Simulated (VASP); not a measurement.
Input of a VASP 6.6.1 run:

The input INCAR:

```
ALGO = Normal
EDIFF = 1E-6
ENCUT = 520
GGA = PS
ISIF = 2
ISMEAR = 0
LASPH = True
LCHARG = False
LREAL = False
LWAVE = False
NBANDS = 43
NELM = 100
PREC = Accurate
SIGMA = 0.1
```

File KPOINTS:

```
k-points
0
Gamma
  9 9 6
```

POSCAR

```
Si2W
1.0
    4.5763641409      0.0000000000      0.0000000000
   -2.2881820705      3.9632476030      0.0000000000
    0.0000000000      0.0000000000      6.6042141517
Si W
6 3
Direct
    0.8361964575      0.6723929151      0.5000000000
    0.1638035425      0.8361964575      0.8333333333
    0.6723929151      0.8361964575      0.1666666667
    0.1638035425      0.3276070849      0.5000000000
    0.8361964575      0.1638035425      0.8333333333
    0.3276070849      0.1638035425      0.1666666667
    0.0000000000      0.5000000000      0.1666666667
    0.5000000000      0.5000000000      0.8333333333
    0.5000000000      0.0000000000      0.5000000000
```

Potentials or basis: VASP PAW PBE potentials, release 64 (Si, W_sv).

Launch:

```bash
$ cat potpaw_PBE.64/Si/POTCAR potpaw_PBE.64/W_sv/POTCAR > POTCAR
$ mpirun -np 1 vasp_std > vasp.out
```

Question: Predict the band gap on the k mesh.

Answer: 0.14 eV (least direct gap 0.70 eV).

Question: Estimate the pressure.

Answer: 0.3 GPa.

Forces in eV/Å, atoms in the order of the input:
```
Si   0.000  0.003  0.000
Si  -0.002  0.001  0.000
Si   0.002  0.001  0.000
Si   0.000 -0.003  0.000
Si   0.002 -0.001  0.000
Si  -0.002 -0.001  0.000
W    0.000  0.000  0.000
W    0.000  0.000  0.000
W    0.000  0.000  0.000
```

Caveat: the PAW data sets were made with another functional, which shifts forces and pressure a little; spin-orbit coupling is left out, which moves the levels of the heavy elements. A k mesh can miss the band edges.
